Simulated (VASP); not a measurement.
# Pt (Fm-3m) in VASP: settings compared

Pt is run at these levels: RPBE, PBE; tasks: single point.

Program: VASP 6.6.1. These are calculated values, not measurements. Logs are shortened: lines on timing, memory, paths and dates and some standing lists are left out, and cuts for length are marked.

### 1 The cell of the first run

The structure is cubic, space group Fm-3m (No. 225). Conventional cell: a = 3.922 Å, b = 3.922 Å, c = 3.922 Å, α = 90.00°, β = 90.00°, γ = 90.00°. Pt (site symmetry m-3m) has 12 Pt at 2.77 Å within 3.7 Å.

### 2 Single point, RPBE, non-collinear spin, zero start, spin-orbit coupling

The input, INCAR:

```
SYSTEM = Pt
  PREC = Accurate
  ENCUT = 520
  EDIFF = 1E-6
  ISMEAR = -1
  SIGMA = 0.02
  LREAL = .FALSE.
  LASPH = .TRUE.
  NELM = 150
  ALGO = Normal
  ISIF = 2
  LWAVE = .FALSE.
  LCHARG = .FALSE.
  MAGMOM = 0 0 0
  LORBIT = 11
  LSORBIT = .TRUE.
  GGA_COMPAT = .FALSE.
  LORBMOM = .TRUE.
  LMAXMIX = 4
  GGA = RP
  NBANDS = 21
```

The input, KPOINTS:

```
Automatic mesh
0
G
  9 9 9
  0 0 0
```

The input, POSCAR:

```
Pt
1.0
    0.0000000000      1.9609000000      1.9609000000
    1.9609000000      0.0000000000      1.9609000000
    1.9609000000      1.9609000000      0.0000000000
Pt
1
Direct
    0.0000000000      0.0000000000      0.0000000000
```

Potentials or basis: VASP PAW PBE potentials, release 64 (Pt).

On the command line:

```console
$ cat potpaw_PBE.64/Pt/POTCAR > POTCAR
$ mpirun -np 1 vasp_ncl > vasp.out
```

OUTCAR:

```text
SYSTEM = Pt
   PREC = Accurate
   ENCUT = 520
   EDIFF = 1E-6
   ISMEAR = -1
   LREAL = .FALSE.
   LASPH = .TRUE.
   NELM = 150
   ISIF = 2
   LORBIT = 11
   LSORBIT = .TRUE.
   GGA = RP

 ion  position               nearest neighbor table
   1  0.000  0.000  0.000-

  LATTYP: Found a face centered cubic cell.
 ALAT       =     3.9218000000

  Lattice vectors:

 A1 = (   0.0000000000,   1.9609000000,   1.9609000000)
 A2 = (   1.9609000000,   0.0000000000,   1.9609000000)
 A3 = (   1.9609000000,   1.9609000000,   0.0000000000)

Analysis of symmetry for initial positions (statically):
=====================================================================
 Subroutine PRICEL returns:
 Original cell was already a primitive cell.

 Routine SETGRP: Setting up the symmetry group for a
 face centered cubic supercell.

 Subroutine GETGRP returns: Found 48 space group operations
 (whereof 48 operations were pure point group operations)
 out of a pool of 48 trial point group operations.

The static configuration has the point symmetry O_h .

Analysis of symmetry for dynamics (positions and initial velocities):
=====================================================================
 Subroutine PRICEL returns:
 Original cell was already a primitive cell.

 Routine SETGRP: Setting up the symmetry group for a
 face centered cubic supercell.

 Subroutine GETGRP returns: Found 48 space group operations
 (whereof 48 operations were pure point group operations)
 out of a pool of 48 trial point group operations.

The dynamic configuration has the point symmetry O_h .

Analysis of structural, dynamic, and magnetic symmetry:
=====================================================================
 Subroutine PRICEL returns:
 Original cell was already a primitive cell.

 Routine SETGRP: Setting up the symmetry group for a
 face centered cubic supercell.

 Subroutine GETGRP returns: Found 48 space group operations
 (whereof 48 operations were pure point group operations)
 out of a pool of 48 trial point group operations.

The overall configuration has the point symmetry O_h .

 Subroutine INISYM returns: Found 48 space group operations
 (whereof 48 operations are pure point group operations),
 and found     1 'primitive' translations

----------------------------------------------------------------------------------------

                                     Primitive cell

  volume of cell :      15.0798

  direct lattice vectors                    reciprocal lattice vectors
     0.000000000  1.960900000  1.960900000    -0.254984956  0.254984956  0.254984956
     1.960900000  0.000000000  1.960900000     0.254984956 -0.254984956  0.254984956
     1.960900000  1.960900000  0.000000000     0.254984956  0.254984956 -0.254984956

  length of vectors
     2.773131374  2.773131374  2.773131374     0.441646899  0.441646899  0.441646899

  position of ions in fractional coordinates (direct lattice)
     0.000000000  0.000000000  0.000000000

  ion indices of the primitive-cell ions
   primitive index   ion index
                 1           1

----------------------------------------------------------------------------------------

 KPOINTS: Automatic mesh

Automatic generation of k-mesh.
 Grid dimensions read from file:
 generate k-points for:    9    9    9

 Generating k-lattice:

  Cartesian coordinates                     Fractional coordinates (reciprocal lattice)
    -0.028331662  0.028331662  0.028331662     0.111111111  0.000000000  0.000000000
     0.028331662 -0.028331662  0.028331662     0.000000000  0.111111111  0.000000000
     0.028331662  0.028331662 -0.028331662     0.000000000  0.000000000  0.111111111

  Length of vectors
     0.049071878  0.049071878  0.049071878

  Shift w.r.t. Gamma in fractional coordinates (k-lattice)
     0.000000000  0.000000000  0.000000000

 Subroutine IBZKPT returns following result:
[... 41 lines left out ...]
   ISTART =      0    job   : 0-new  1-cont  2-samecut
   ICHARG =      2    charge: 1-file 2-atom 10-const
   ISPIN  =      1    spin polarized calculation?
   LNONCOLLINEAR =      T non collinear calculations
   LSORBIT =      T    spin-orbit coupling
   LASPH  =      T    aspherical Exc in radial PAW
   ENCUT  =  520.0 eV  38.22 Ry    6.18 a.u.   5.16  5.16  5.16*2*pi/ulx,y,z
   NELM   =    150;   NELMIN=  2; NELMDL= -5     # of ELM steps
   EDIFF  = 0.1E-05   stopping-criterion for ELM
   LREAL  =      F    real-space projection
   EDIFFG = 0.1E-04   stopping-criterion for IOM
   NSW    =      0    number of steps for IOM
   IBRION =     -1    ionic relax: 0-MD 1-quasi-New 2-CG
   NFREE  =      0    steps in history (QN), initial steepest desc. (CG)
   ISIF   =      2    stress and relaxation
   ISYM   =      2    0-nonsym 1-usesym 2-fastsym
   POTIM  = 0.5000    time-step for ionic-motion
   TEBEG  =    0.0;   TEEND  =   0.0 temperature during run
   PSTRESS=    0.0 pullay stress
   NELECT =      10.0000    total number of electrons
   NUPDOWN=      -1.0000    fix difference up-down
   EMIN   =  10.00;   EMAX   =-10.00  energy-range for DOS
   EFERMI =   0.00;   METHOD = LEGACY
   ISMEAR =    -1;   SIGMA  =   0.02  broadening in eV -4-tet -1-fermi 0-gaus
   EFERMI_NEDOS =   21; number of points for ismear=-14 and -15
   IALGO  =     38    algorithm
   IMIX   =      4    mixing-type and parameters
     AMIX     =   0.40;   BMIX     =  1.00
     AMIX_MAG =   1.60;   BMIX_MAG =  1.00
  volume/ion in A,a.u.               =      15.08       101.76
  Fermi-wavevector in a.u.,A,eV,Ry     =   1.427609  2.697791 27.729605  2.038068
  Thomas-Fermi vector in A             =   2.547760
   LORBIT       =     11    0 simple, 1 ext, 2 COOP (PROOUT), +10 PAW based schemes
   GGA     = RP    functional components
   LHFCALC =     F    Hartree Fock is set to
   AEXX    =    0.0000 exact exchange contribution
   IVDW    =     0    specifies the selected vdW correction
   LEPSILON=     F    determine dielectric tensor
   LRPA    =     F    only Hartree local field effects (RPA)
  energy-cutoff  :      520.00
  volume of cell :       15.08
 maximum number of plane-waves:       838
 NGX is ok and might be reduce to    24
   NGX = 11   NGY = 11   NGZ = 11

 number of electron      10.0000000 magnetization       0.0000000      0.0000000      0.0000000

 number of electron      10.0000000 magnetization      -0.0000000      0.0000000     -0.0000000

 number of electron      10.0000000 magnetization       0.0000000     -0.0000000      0.0000000

 Free energy of the ion-electron system (eV)
  ---------------------------------------------------
  ext. energy  EPLUGINS =         0.00000000
  ---------------------------------------------------
  free energy    TOTEN  =        -5.83577625 eV

  energy without entropy =       -5.83387548  energy(sigma->0) =       -5.83482586

 E-fermi :  11.3356     XC(G=0): -13.4396

 val. band max:       11.3168516934   @ k =   0.4444   0.1111   0.0000
 cond. band min:      11.4362277460   @ k =   0.4444   0.2222   0.0000
 fundamental gap:      0.1193760526
 Fermi energy:        11.3356067375

 k-point     1 :       0.0000    0.0000    0.0000
  band No.  band energies     occupation
      1       1.1646      1.00000
      2       1.1646      1.00000
      3       7.1061      1.00000
      4       7.1061      1.00000
      5       7.1061      1.00000
      6       7.1061      1.00000
[... 565 lines left out ...]
     20      31.3050      0.00000
     21      34.5030      0.00000

 [... further k-points ...]
[... 5 lines left out ...]
  --------------------------------------------------------------------------------------
  -------------------------------------------------------------------------------------
  Total        1.2997610      1.2997610      1.2997610     -0.0000000     -0.0000000      0.0000000
  in kB      138.0949387    138.0949387    138.0949387     -0.0000000     -0.0000000      0.0000000
  external PRESSURE =     138.0949387 kB  Pullay stress =       0.0000000 kB

 VOLUME and BASIS-vectors are now :
 -----------------------------------------------------------------------------
  energy-cutoff  :      520.00
  volume of cell :       15.08
      direct lattice vectors                 reciprocal lattice vectors
     0.000000000  1.960900000  1.960900000    -0.254984956  0.254984956  0.254984956
     1.960900000  0.000000000  1.960900000     0.254984956 -0.254984956  0.254984956
     1.960900000  1.960900000  0.000000000     0.254984956  0.254984956 -0.254984956

 POSITION                                       TOTAL-FORCE (eV/Angst)
 -----------------------------------------------------------------------------------
      0.00000      0.00000      0.00000        -0.000000      0.000000      0.000000
 -----------------------------------------------------------------------------------
    total drift:                               -0.000000      0.000000     -0.000000

  FREE ENERGIE OF THE ION-ELECTRON SYSTEM (eV)
  ---------------------------------------------------
  free  energy   TOTEN  =        -5.8357762453 eV

  energy  without entropy=       -5.8338754827  energy(sigma->0) =       -5.83482586

 orbital moment (x)

 # of ion     p       d       tot
 ----------------------------------------
  1         0.000  -0.000  -0.000
 ----------------------------------------
            0.000  -0.000  -0.000

 orbital moment (y)

 # of ion     p       d       tot
 ----------------------------------------
  1         0.000   0.000   0.000
 ----------------------------------------
            0.000   0.000   0.000

 orbital moment (z)

 # of ion     p       d       tot
 ----------------------------------------
  1         0.000   0.000   0.000
 ----------------------------------------
            0.000   0.000   0.000

 Spin-Orbit-Coupling matrix elements

 Ion:    1  E_soc:     -0.7551809
 l=   1
     0.0000000    -0.0329790    -0.0329790
    -0.0329790     0.0000000    -0.0329790
    -0.0329790    -0.0329790     0.0000000
 l=   2
     0.0000000    -0.0169175     0.0000000    -0.0169175    -0.0759670
    -0.0169175     0.0000000    -0.0569753    -0.0169175    -0.0189918
     0.0000000    -0.0569753     0.0000000    -0.0569753     0.0000000
    -0.0169175    -0.0169175    -0.0569753     0.0000000    -0.0189918
    -0.0759670    -0.0189918     0.0000000    -0.0189918     0.0000000
 l=   3
     0.0000000     0.0000000     0.0000000     0.0000000     0.0000000     0.0000000     0.0000000
     0.0000000     0.0000000     0.0000000     0.0000000     0.0000000     0.0000000     0.0000000
     0.0000000     0.0000000     0.0000000     0.0000000     0.0000000     0.0000000     0.0000000
     0.0000000     0.0000000     0.0000000     0.0000000     0.0000000     0.0000000     0.0000000
     0.0000000     0.0000000     0.0000000     0.0000000     0.0000000     0.0000000     0.0000000
     0.0000000     0.0000000     0.0000000     0.0000000     0.0000000     0.0000000     0.0000000
     0.0000000     0.0000000     0.0000000     0.0000000     0.0000000     0.0000000     0.0000000

 total charge

# of ion       s       p       d       tot
------------------------------------------
    1        0.642   0.630   8.033   9.305

 magnetization (x)

# of ion       s       p       d       tot
------------------------------------------
    1       -0.000  -0.000  -0.000  -0.000

 magnetization (y)

# of ion       s       p       d       tot
------------------------------------------
    1        0.000   0.000  -0.000   0.000

 magnetization (z)

# of ion       s       p       d       tot
------------------------------------------
    1        0.000  -0.000   0.000   0.000
```

Wall time 21 s (1 thread of Intel Xeon 6975P-C, shared host); peak memory 0.2 GiB.

What came out:

| Quantity | Value |
| --- | --- |
| Free energy | -5.8358 eV |
| Pressure | 13.8 GPa |
| Net moment | 0.00 μB per cell |
| Valence electrons inside the program's atomic spheres | Pt 9.30 |

Moments on the atoms (μB; x, y, z):
```
Pt  0.00 0.00 0.00
```

Caveat: the PAW data sets were made with another functional, which shifts forces and pressure a little.

### 3 Single point, RPBE, non-collinear spin, zero start, spin-orbit coupling (volume scaled by 1.02)

The input, INCAR:

```
PREC = Accurate
ENCUT = 520
EDIFF = 1E-6
ISMEAR = -1
SIGMA = 0.02
LREAL = False
LASPH = True
NELM = 150
ALGO = Normal
ISIF = 2
LWAVE = False
LCHARG = False
MAGMOM = 0 0 0
LORBIT = 11
LSORBIT = True
GGA_COMPAT = False
LORBMOM = True
LMAXMIX = 4
GGA = RP
NBANDS = 21
```

The input, KPOINTS:

```
Automatic mesh
0
Gamma
  9 9 9
```

The input, POSCAR:

```
Pt
1.0
    0.0000000000      1.9738864712      1.9738864712
    1.9738864712      0.0000000000      1.9738864712
    1.9738864712      1.9738864712      0.0000000000
Pt
1
Direct
    0.0000000000      0.0000000000      0.0000000000
```

Potentials or basis: VASP PAW PBE potentials, release 64 (Pt).

On the command line:

```console
$ cat potpaw_PBE.64/Pt/POTCAR > POTCAR
$ mpirun -np 1 vasp_ncl > vasp.out
```

Run time: 22 s. Hardware: 1 thread of Intel Xeon 6975P-C, shared host; peak memory 0.2 GiB.

Results (log left out):

| Property | Result |
| --- | --- |
| Free energy | -5.8566 eV |
| Pressure | 8.1 GPa |
| Net moment | 0.00 μB per cell |
| Valence electrons inside the program's atomic spheres | Pt 9.25 |

Moments on the atoms (μB; x, y, z):
```
Pt  0.00 0.00 0.00
```

Caveat: the PAW data sets were made with another functional, which shifts forces and pressure a little.

### 4 Single point, RPBE, non-collinear spin, zero start, spin-orbit coupling (volume scaled by 1.04)

The input, INCAR:

```
SYSTEM = Pt
  PREC = Accurate
  ENCUT = 520
  EDIFF = 1E-6
  ISMEAR = -1
  SIGMA = 0.02
  LREAL = .False.
  LASPH = .True.
  NELM = 150
  ALGO = Fast
  ISIF = 2
  LWAVE = .False.
  LCHARG = .False.
  MAGMOM = 0 0 0
  LORBIT = 11
  LSORBIT = .True.
  GGA_COMPAT = .False.
  LORBMOM = .True.
  LMAXMIX = 4
  GGA = RP
  NBANDS = 21
```

The input, KPOINTS:

```
regular mesh
0
Gamma
  9 9 9
  0 0 0
```

The input, POSCAR:

```
Pt
1.0
    0.0000000000      1.9867042750      1.9867042750
    1.9867042750      0.0000000000      1.9867042750
    1.9867042750      1.9867042750      0.0000000000
Pt
1
Direct
    0.0000000000      0.0000000000      0.0000000000
```

On the command line:

```console
$ cat potpaw_PBE.64/Pt/POTCAR > POTCAR
$ mpirun -np 1 vasp_ncl > vasp.out
```

It took 32 s on 1 thread of Intel Xeon 6975P-C, shared host; peak memory 0.2 GiB.

Results (log left out):

- Free energy: -5.8674 eV
- Pressure: 3.1 GPa
- Net moment: 0.00 μB per cell
- Valence electrons inside the program's atomic spheres: Pt 9.20

Moments on the atoms (μB; x, y, z):
```
Pt  0.00 0.00 0.00
```

Caveat: the PAW data sets were made with another functional, which shifts forces and pressure a little.

### 5 Single point, PBE (volume scaled by 0.96)

The input, INCAR:

```
PREC = Accurate
ENCUT = 520
EDIFF = 1E-7
ISMEAR = -1
SIGMA = 0.05
LREAL = False
LASPH = True
NELM = 100
ALGO = Normal
ISIF = 2
LWAVE = False
LCHARG = False
GGA = PE
NBANDS = 11
```

The input, KPOINTS:

```
regular mesh
0
Gamma
  12 12 12
```

The input, POSCAR:

```
Pt
1.0
    0.0000000000      1.9343981026      1.9343981026
    1.9343981026      0.0000000000      1.9343981026
    1.9343981026      1.9343981026      0.0000000000
Pt
1
Direct
    0.0000000000      0.0000000000      0.0000000000
```

On the command line:

```console
$ cat potpaw_PBE.64/Pt/POTCAR > POTCAR
$ mpirun -np 1 vasp_std > vasp.out
```

Wall time 6.8 s (1 thread of Intel Xeon 6975P-C, shared host); peak memory 0.13 GiB.

It converged, with:

* Free energy: -6.0310 eV
* Pressure: 23.4 GPa
* Band gap on the k mesh: zero (band 5 reaches 12.63 eV, above the bottom of band 6 at 10.22 eV)

Levels at points of the mesh, in eV from the Fermi level:
```csv
k point,band 1,band 2,band 3,band 4,band 5,band 6,band 7,band 8,band 9,band 10
"(0.00, 0.00, 0.00)",-10.72,-4.07,-4.07,-4.07,-1.76,-1.76,14.48,19.68,19.68,19.68
"(0.50, 0.00, 0.00)",-7.79,-4.14,-4.14,-0.67,0.03,0.03,6.15,14.06,19.23,19.23
"(0.50, 0.50, 0.00)",-7.57,-7.09,0.00,0.52,0.52,1.68,9.32,11.50,11.50,20.63
```

Caveat: spin-orbit coupling is left out, which moves the levels of the heavy elements.

### 6 Single point, PBE (volume scaled by 1.02)

The input, INCAR:

```
SYSTEM = Pt
ALGO     = Normal         ! electronic algorithm
EDIFF    = 1E-7           ! SCF threshold, eV
ENCUT    = 520            ! plane-wave cutoff, eV
GGA      = PE             ! functional
ISIF     = 2              ! what is computed and relaxed
ISMEAR   = -1             ! smearing method
LASPH    = .TRUE.         ! aspherical terms in the spheres
LCHARG   = .FALSE.        ! write CHGCAR
LREAL    = .FALSE.        ! projectors in reciprocal space
LWAVE    = .FALSE.        ! write WAVECAR
NBANDS   = 11             ! bands
NELM     = 80             ! most SCF steps
PREC     = Accurate       ! precision mode
SIGMA    = 0.05           ! smearing width, eV
```

The input, KPOINTS:

```
k-points
0
G
  12 12 12
  0 0 0
```

The input, POSCAR:

```
Pt
1.0
    0.0000000000      1.9738864712      1.9738864712
    1.9738864712      0.0000000000      1.9738864712
    1.9738864712      1.9738864712      0.0000000000
Pt
1
Direct
    0.0000000000      0.0000000000      0.0000000000
```

Potentials or basis: VASP PAW PBE potentials, release 64 (Pt).

On the command line:

```console
$ cat potpaw_PBE.64/Pt/POTCAR > POTCAR
$ mpirun -np 1 vasp_std > vasp.out
```

It took 7.1 s on 1 thread of Intel Xeon 6975P-C, shared host; peak memory 0.15 GiB.

The run converged. Its results:

```
Free energy            : -6.1060 eV
Pressure               : 4.1 GPa
Band gap on the k mesh : zero (band 5 reaches 11.38 eV, above the bottom of band 6 at 9.22 eV)
```

Levels at points of the mesh, in eV from the Fermi level:
```csv
k point,band 2,band 3,band 4,band 5,band 6,band 7,band 8,band 9
"(0.00, 0.00, 0.00)",-3.68,-3.68,-3.68,-1.60,-1.60,14.67,19.53,19.53
"(0.50, 0.00, 0.00)",-3.74,-3.74,-0.41,0.02,0.02,5.68,14.23,18.83
"(0.50, 0.50, 0.00)",-6.43,-0.01,0.46,0.46,1.80,8.65,11.31,11.31
```

Caveat: spin-orbit coupling is left out, which moves the levels of the heavy elements.

### 7 Summary

| level | spin | cell | k mesh | smearing | gap on the mesh (eV) | pressure (GPa) | moment (μB) |
| --- | --- | --- | --- | --- | --- | --- | --- |
| RPBE | non-collinear, zero start, SOC | a = 2.773 Å, angles 60.0°, 1 atom | 9 × 9 × 9 | fermi-dirac 0.02 eV | - | 13.8 | 0.00 |
| RPBE | non-collinear, zero start, SOC | a = 2.791 Å, angles 60.0°, 1 atom | 9 × 9 × 9 | fermi-dirac 0.02 eV | - | 8.1 | 0.00 |
| RPBE | non-collinear, zero start, SOC | a = 2.810 Å, angles 60.0°, 1 atom | 9 × 9 × 9 | fermi-dirac 0.02 eV | - | 3.1 | 0.00 |
| PBE | off | a = 2.736 Å, angles 60.0°, 1 atom | 12 × 12 × 12 | fermi-dirac 0.05 eV | none | 23.4 | - |
| PBE | off | a = 2.791 Å, angles 60.0°, 1 atom | 12 × 12 × 12 | fermi-dirac 0.05 eV | none | 4.1 | - |

Alike in all rows: task single point; potentials or basis VASP PAW PBE potentials, release 64 (Pt); cutoff (eV) 520.

Caveats: the PAW data sets were made with another functional, which shifts forces and pressure a little (some runs); spin-orbit coupling is left out, which moves the levels of the heavy elements (some runs).

Total energies depend on the potentials used, so only differences within one code and one set of settings carry meaning.
